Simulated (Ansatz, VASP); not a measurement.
## PbSe in VASP and in Ansatz

POSCAR

```
PbSe
1.0
    5.1741302626      0.0000000000      0.0000000000
   -2.5870651313      4.4809282499      0.0000000000
    0.0000000000      0.0000000000      6.2132838893
Pb Se
2 2
Direct
    0.3333333333      0.6666666667      0.2500000000
    0.6666666667      0.3333333333      0.7500000000
    0.6666666667      0.3333333333      0.2500000000
    0.3333333333      0.6666666667      0.7500000000
```

Contents of INCAR.step1:

```
ALGO = Normal
EDIFF = 1E-4
ENCUT = 520
GGA = PE
ISMEAR = 0
LASPH = T
LCHARG = F
LREAL = F
LWAVE = T
NBANDS = 28
NELM = 80
PREC = Accurate
SIGMA = 0.01
```

The input INCAR.step2:

```
ALGO = Normal
EDIFF = 1E-7
ENCUT = 520
ISIF = 2
ISMEAR = 0
ISTART = 1
LASPH = T
LCHARG = F
LMIXTAU = T
LREAL = F
LWAVE = F
METAGGA = R2SCAN
NBANDS = 28
NELM = 80
PREC = Accurate
SIGMA = 0.01
```

The input KPOINTS:

```
k-points
0
Gamma
  6 6 4
```

Input for Ansatz:

```yaml
crystal:
  lattice:
    - [5.1741302626, 0.0, 0.0]
    - [-2.5870651313, 4.4809282499, 0.0]
    - [0.0, 0.0, 6.2132838893]
  atoms:
    - { symbol: Pb, position: [0.3333333333, 0.6666666667, 0.25] }
    - { symbol: Pb, position: [0.6666666667, 0.3333333333, 0.75] }
    - { symbol: Se, position: [0.6666666667, 0.3333333333, 0.25] }
    - { symbol: Se, position: [0.3333333333, 0.6666666667, 0.75] }
kpoints:
  mp_grid: { grid: [6, 6, 4] }
hamiltonian:
  xc: r2scan
scf:
  occupations: { method: fixed }
  n_extra_bands: 5
output:
  forces: true
  stress: true
  eigenvalues: true
```

Alike in both runs: task single point; functional r2SCAN; k mesh 6 × 6 × 4; no spin polarisation.

```csv
,VASP,Ansatz
version,VASP 6.6.1,Ansatz 0.2.0
potentials or method,"VASP PAW PBE potentials, release 64 (Pb_d, Se)","plane waves, PAW"
plane-wave cutoff (eV),520,500
occupations,"gaussian, width 0.01 eV",fixed
valence electrons in the cell,40,60
```

```tsv
	VASP	Ansatz	Ansatz less VASP
gap on the k mesh at the Fermi level (eV)	1.48	1.48	-0.002
pressure (GPa)	0.0	0.0	-0.01
```

VASP's potentials were made for PBE, not for r2SCAN. VASP's potentials hold 40 valence electrons a cell and Ansatz's 60, so a difference there can come from the potentials and not from the codes.

Spin-orbit coupling is off throughout.
